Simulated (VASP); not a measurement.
# Ge (Cmmm) in VASP: further runs, part 2 of 2

VASP 6.6.1. The steps go on from the part before.

### 3 Single point, PBE

The input, INCAR:

```
ALGO = Normal
EDIFF = 1E-6
ENCUT = 520
GGA = PE
ISIF = 2
ISMEAR = 0
LASPH = True
LCHARG = False
LREAL = False
LWAVE = False
NBANDS = 13
NELM = 80
PREC = Accurate
SIGMA = 0.025
```

The input, KPOINTS:

```
k-points
0
Gamma
  11 11 10
```

The input, POSCAR:

```
Ge
1.0
    1.3971490000     -2.6005160000      0.0000000000
    1.3971490000      2.6005160000      0.0000000000
    0.0000000000      0.0000000000      2.6982310000
Ge
1
Direct
    0.5000000000      0.5000000000      0.0000000000
```

Potentials or basis: VASP PAW PBE potentials, release 64 (Ge_d).

Run with:

```sh
$ cat potpaw_PBE.64/Ge_d/POTCAR > POTCAR
$ mpirun -np 1 vasp_std > vasp.out
```

Run time: 12 s. Hardware: 1 thread of Intel Xeon 6975P-C (Granite Rapids), shared host; peak memory 0.16 GiB.

Results (log left out):

```yaml
Free_energy: -4.2669 eV
Pressure: -0.8 GPa
Band_gap_on_the_k_mesh: zero (band 7 reaches 12.88 eV, above the bottom of band 8 at 3.82 eV)
```

Stress tensor (GPa, compression positive):
```
 0.91  0.00  0.00
 0.00 -3.01  0.00
 0.00  0.00 -0.41
```

Levels at points of the mesh, in eV from the Fermi level:
| k point | band 3 | band 4 | band 5 | band 6 | band 7 | band 8 | band 9 | band 10 | band 11 | band 12 |
| --- | --- | --- | --- | --- | --- | --- | --- | --- | --- | --- |
| (0.00, 0.00, 0.00) | -24.62 | -24.51 | -24.49 | -12.85 | 6.68 | 7.15 | 8.66 | 10.18 | 12.51 | 14.89 |
| (0.00, 0.00, 0.50) | -24.58 | -24.56 | -24.53 | -9.08 | -5.66 | 9.98 | 11.49 | 16.04 | 16.13 | 17.28 |

### 4 Single point, PBE

The input, INCAR:

```
SYSTEM = Ge
PREC     = Accurate       ! precision mode
ENCUT    = 520            ! plane-wave cutoff, eV
EDIFF    = 1E-7           ! SCF threshold, eV
ISMEAR   = 0              ! smearing method
SIGMA    = 0.026000000000000002 ! smearing width, eV
LREAL    = .False.        ! projectors in reciprocal space
LASPH    = .True.         ! aspherical terms in the spheres
NELM     = 60             ! most SCF steps
ALGO     = Normal         ! electronic algorithm
ISIF     = 2              ! what is computed and relaxed
LWAVE    = .False.        ! write WAVECAR
LCHARG   = .False.        ! write CHGCAR
GGA      = PE             ! functional
NBANDS   = 13             ! bands
```

The input, KPOINTS:

```
regular mesh
0
Gamma
  11 11 10
  0 0 0
```

POSCAR is that of step 3.

Potentials or basis: VASP PAW PBE potentials, release 64 (Ge_d).

Run with:

```sh
$ cat potpaw_PBE.64/Ge_d/POTCAR > POTCAR
$ mpirun -np 1 vasp_std > vasp.out
```

OUTCAR:

```text
SYSTEM = Ge
   PREC = Accurate
   ENCUT = 520
   EDIFF = 1E-7
   ISMEAR = 0
   LREAL = .False.
   LASPH = .True.
   NELM = 60
   ISIF = 2
   GGA = PE

 ion  position               nearest neighbor table
   1  0.500  0.500  0.000-

  LATTYP: Found a base centered orthorhombic cell.
 ALAT       =     2.7942980000
 B/A-ratio  =     1.8613018368
 C/A-ratio  =     0.9656203454

  Lattice vectors:

 A1 = (   1.3971490000,  -2.6005160000,   0.0000000000)
 A2 = (   1.3971490000,   2.6005160000,   0.0000000000)
 A3 = (   0.0000000000,   0.0000000000,   2.6982310000)

Analysis of symmetry for initial positions (statically):
=====================================================================
 Subroutine PRICEL returns:
 Original cell was already a primitive cell.

 Routine SETGRP: Setting up the symmetry group for a
 base centered orthorhombic supercell.

 Subroutine GETGRP returns: Found  8 space group operations
 (whereof  8 operations were pure point group operations)
 out of a pool of  8 trial point group operations.

The static configuration has the point symmetry D_2h.

Analysis of symmetry for dynamics (positions and initial velocities):
=====================================================================
[... 163 lines left out ...]

 k-point     1 :       0.0000    0.0000    0.0000
  band No.  band energies     occupation
      1     -18.5242      2.00000
      2     -18.4715      2.00000
      3     -18.4209      2.00000
      4     -18.3152      2.00000
      5     -18.2944      2.00000
      6      -6.6457      2.00000
      7      12.8819      0.00000
      8      13.3517      0.00000
      9      14.8620      0.00000
     10      16.3757      0.00000
     11      18.7117      0.00000
     12      21.0927      0.00000
     13      21.2211      0.00000
[... 354 lines left out ...]
  band No.  band energies     occupation
      1     -18.5155      2.00000
      2     -18.4674      2.00000
      3     -18.3961      2.00000
      4     -18.3269      2.00000
      5     -18.2967      2.00000
      6      -5.9388      2.00000
      7       8.4560      0.00000
      8      13.4310      0.00000
      9      13.5438      0.00000
     10      16.8168      0.00000
     11      18.3410      0.00000
     12      24.0007      0.00000
     13      24.0382      0.00000

 [... further k-points ...]
[... 5 lines left out ...]
  --------------------------------------------------------------------------------------
  -------------------------------------------------------------------------------------
  Total        0.1340417     -0.3467755     -0.0212654      0.0000000      0.0000000      0.0000000
  in kB       10.9531552    -28.3365935     -1.7376899      0.0000000      0.0000000      0.0000000
  external PRESSURE =      -6.3737094 kB  Pullay stress =       0.0000000 kB

 VOLUME and BASIS-vectors are now :
 -----------------------------------------------------------------------------
  energy-cutoff  :      520.00
  volume of cell :       19.61
      direct lattice vectors                 reciprocal lattice vectors
     1.397149000 -2.600516000  0.000000000     0.357871637 -0.192269534  0.000000000
     1.397149000  2.600516000  0.000000000     0.357871637  0.192269534  0.000000000
     0.000000000  0.000000000  2.698231000     0.000000000  0.000000000  0.370613191

 POSITION                                       TOTAL-FORCE (eV/Angst)
 -----------------------------------------------------------------------------------
      1.39715      0.00000      0.00000        -0.000000     -0.000000      0.000000
 -----------------------------------------------------------------------------------
    total drift:                               -0.000000     -0.000000     -0.000000

  FREE ENERGIE OF THE ION-ELECTRON SYSTEM (eV)
  ---------------------------------------------------
  free  energy   TOTEN  =        -4.2668608715 eV

  energy  without entropy=       -4.2666173741  energy(sigma->0) =       -4.26673912
```

OSZICAR:

```text
N       E                     dE             d eps       ncg     rms          rms(c)
DAV:   1     0.635850523463E+02    0.63585E+02   -0.71684E+03  6112   0.292E+03
DAV:   2     0.148772396822E+01   -0.62097E+02   -0.59275E+02  5896   0.415E+02
DAV:   3    -0.419278947453E+01   -0.56805E+01   -0.56549E+01  6506   0.728E+01
DAV:   4    -0.427508256085E+01   -0.82293E-01   -0.82278E-01  6351   0.955E+00
DAV:   5    -0.427592399226E+01   -0.84143E-03   -0.84143E-03  6614   0.107E+00    0.131E+00
DAV:   6    -0.426927991307E+01    0.66441E-02   -0.68428E-03  7054   0.185E+00    0.745E-01
DAV:   7    -0.426692430000E+01    0.23556E-02   -0.55812E-03  7417   0.142E+00    0.724E-02
DAV:   8    -0.426685825290E+01    0.66047E-04   -0.64798E-04  6811   0.564E-01    0.254E-02
DAV:   9    -0.426686142928E+01   -0.31764E-05   -0.14697E-05  7235   0.586E-02    0.988E-03
DAV:  10    -0.426686103428E+01    0.39500E-06   -0.82252E-07  6436   0.146E-02    0.143E-03
DAV:  11    -0.426686089413E+01    0.14014E-06   -0.13320E-07  5523   0.660E-03    0.222E-04
DAV:  12    -0.426686087152E+01    0.22617E-07   -0.11814E-08  3263   0.151E-03
   1 F= -.42668609E+01 E0= -.42667391E+01  d E =-.243497E-03
```

stdout:

```text
POSCAR found type information on POSCAR Ge
 POSCAR found :  1 types and       1 ions
 scaLAPACK will be used
 LDA part: xc-table for (Slater+PW92), standard interpolation
 POSCAR, INCAR and KPOINTS ok, starting setup
 FFT: planning ... GRIDC
 FFT: planning ... GRID_SOFT
 FFT: planning ... GRID
 WAVECAR not read
 entering main loop
```

Run time: 14 s. Hardware: 1 thread of Intel Xeon 6975P-C (Granite Rapids), shared host; peak memory 0.16 GiB.

Results:

```yaml
Free_energy: -4.2669 eV
Pressure: -0.6 GPa
Band_gap_on_the_k_mesh: zero (band 7 reaches 12.88 eV, above the bottom of band 8 at 3.82 eV)
```

### 5 Single point, PBE

The input, INCAR:

```
  PREC = Accurate
  ENCUT = 520
  EDIFF = 1E-6
  ISMEAR = 0
  SIGMA = 0.027000000000000003
  LREAL = F
  LASPH = T
  NELM = 80
  ALGO = Normal
  ISIF = 2
  LWAVE = F
  LCHARG = F
  GGA = PE
  NBANDS = 13
```

The input, KPOINTS:

```
Automatic mesh
0
Gamma
  11 11 10
```

POSCAR is that of step 4.

Run with:

```sh
$ cat potpaw_PBE.64/Ge_d/POTCAR > POTCAR
$ mpirun -np 1 vasp_std > vasp.out
```

Wall time 12 s (1 thread of Intel Xeon 6975P-C (Granite Rapids), shared host); peak memory 0.16 GiB.

The run converged. Its results:

```
Free energy            : -4.2669 eV
Pressure               : -0.8 GPa
Band gap on the k mesh : zero (band 7 reaches 12.88 eV, above the bottom of band 8 at 3.82 eV)
```

Stress tensor (GPa, compression positive):
```
 0.90  0.00  0.00
 0.00 -3.01  0.00
 0.00  0.00 -0.40
```

Levels at points of the mesh, in eV from the Fermi level:
```
           k point  band 3  band 4  band 5  band 6  band 7  band 8  band 9  band 10  band 11  band 12
(0.00, 0.00, 0.00)  -24.62  -24.51  -24.49  -12.85    6.68    7.15    8.66    10.18    12.51    14.89
(0.00, 0.00, 0.50)  -24.58  -24.56  -24.53   -9.08   -5.66    9.98   11.49    16.04    16.13    17.28
```

### 6 Overview

```tsv
level	potentials or basis	smearing	gap on the mesh (eV)	pressure (GPa)
LDA	VASP PAW LDA potentials, release 64 (Ge_d)	fermi-dirac 0.05 eV	none	-5.7
PBE	VASP PAW PBE potentials, release 64 (Ge_d)	gaussian 0.025 eV	none	-0.8
PBE	VASP PAW PBE potentials, release 64 (Ge_d)	gaussian 0.026 eV	none	-0.6
PBE	VASP PAW PBE potentials, release 64 (Ge_d)	gaussian 0.027 eV	none	-0.8
```

Alike in all rows: task single point; no spin polarisation; cell as given; k mesh 11 × 11 × 10; cutoff (eV) 520.

Total energies depend on the potentials used, so only differences within one code and one set of settings carry meaning.
